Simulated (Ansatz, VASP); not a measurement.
# One calculation of CaSe, two programs

```
Ca Se
1.0
    -0.01467    2.92712    2.92712
     2.92712   -0.01467    2.92712
     2.92712    2.92712   -0.01467
Ca Se
1 1
Direct
  0.00000 0.00000 0.00000
  0.50000 0.50000 0.50000
```

Change from the starting cell: equal xy, yz and zx engineering shears of -0.5 %.

Alike in both runs: functional PBEsol; k mesh 6 × 6 × 6; no spin polarisation.

Ansatz relaxed the structure, and its values are those at the end. VASP's run is a single point on that final structure, the one shown.

```csv
,VASP,Ansatz
version,VASP 6.6.1,Ansatz 0.2.0
potentials or method,"VASP PAW PBE potentials, release 64 (Ca_sv, Se), cutoff 520 eV","all-electron LAPW, scalar-relativistic"
occupations,"gaussian, width 0.01 eV",fixed
```

|  | VASP | Ansatz | Ansatz less VASP |
| --- | --- | --- | --- |
| gap on the k mesh at the Fermi level (eV) | 1.84 | 1.85 | +0.012 |
| pressure (GPa) | 0.2 | 0.0 | -0.21 |

VASP's potentials were made for PBE, not for PBEsol. Ansatz ran all-electron here, and VASP with PAW potentials.
